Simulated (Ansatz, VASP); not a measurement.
**AlN in VASP and in Ansatz**

```
Al N
1.0
    -1.40884    1.60324    4.97538
     1.40884   -1.60324    4.97538
     1.40884    1.60324   -4.97538
Al N
2 2
Direct
  0.55563 0.55563 0.00000
  0.81561 0.81561 0.00000
  0.94761 0.44761 0.50000
  0.68115 0.18115 0.50000
```

Alike in both runs: functional PBE; k mesh 16 × 16 × 16; occupations gaussian, width 0.02 eV; no spin polarisation.

Ansatz relaxed the structure, and its values are those at the end. VASP's run is a single point on that final structure, the one shown.

|  | VASP | Ansatz |
| --- | --- | --- |
| version | VASP 6.6.1 | Ansatz 0.2.0 |
| potentials or method | VASP PAW PBE potentials, release 64 (Al, N), cutoff 520 eV | scalar-relativistic, plane waves, PAW |
| valence electrons in the cell | 16 | 16 |

|  | VASP | Ansatz | Ansatz less VASP |
| --- | --- | --- | --- |
| gap on the k mesh at the Fermi level (eV) | 0.36 | 0.38 | +0.018 |
| least direct gap on the mesh (eV) | 1.35 | 1.34 | -0.003 |
| pressure (GPa) | -0.2 | 0.0 | +0.23 |
| rms of the force components (eV/Å) | 0.005 | 0.001 | -0.0039 |
